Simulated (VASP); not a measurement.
Crystal: Al.

```
CELL_PARAMETERS angstrom
0.00000 2.01996 2.01996
2.01996 0.00000 2.01996
2.01996 2.01996 0.00000
ATOMIC_POSITIONS crystal
Al 0.00000 0.00000 0.00000
```

Base run:

```yaml
Program: VASP 6.6.1
Functional: PBE
Potentials_or_basis: VASP PAW PBE potentials, release 64 (Al)
Cutoff: 520 eV
k_mesh: 13 × 13 × 13
Occupations: fermi-dirac, width 0.3 eV
Spin: no spin polarisation
```

Its results: pressure 0.4 GPa.

Problem. The run is repeated on the same cell with these changes: occupations from fermi-dirac, width 0.3 eV to gaussian, width 0.3 eV. What comes out?

Solution. Pressure 0.0 GPa.
